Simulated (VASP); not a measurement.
Ba4Hf3ZrO12, 40 atoms in the cell. The typed cell holds 40 atoms: a = 8.326 Å, b = 8.326 Å, c = 8.326 Å, α = 90.00°, β = 90.00°, γ = 90.00°. 

* Program: VASP 6.6.1
* Task: single point
* Functional: HSE06
* Potentials or basis: VASP PAW PBE potentials, release 64 (Ba_sv, Zr_sv, Hf_pv, O)
* Cutoff: 520 eV
* k mesh: 1 × 1 × 1
* Occupations: fermi-dirac, width 0.05 eV
* Spin: no spin polarisation
* Dipole correction: no
* Grid for exact exchange (PRECFOCK): Fast
* Further INCAR settings: LREAL = Auto; ALGO = Normal; EDIFF = 1e-07; NBANDS = 180
* Share of exact exchange: 0.25
* Screening parameter: 0.2079 1/Å

Potentials or basis: VASP PAW PBE potentials, release 64 (Ba_sv, Zr_sv, Hf_pv, O).

Run with:

```console
$ cat potpaw_PBE.64/Ba_sv/POTCAR potpaw_PBE.64/Zr_sv/POTCAR potpaw_PBE.64/Hf_pv/POTCAR potpaw_PBE.64/O/POTCAR > POTCAR
$ cp INCAR.step1 INCAR
$ mpirun -np 1 vasp_gam > vasp.out
$ cp INCAR.step2 INCAR
$ mpirun -np 1 vasp_gam > vasp.out
```

Hardware: 1 thread of Oxide Virtual Turin-like Processor, on a shared host.

**Question.** How long does it take, and how much memory?

**Answer.** It took 16 min on 1 thread of Oxide Virtual Turin-like Processor (shared host), peak memory 0.83 GiB. Counts: k points 1.
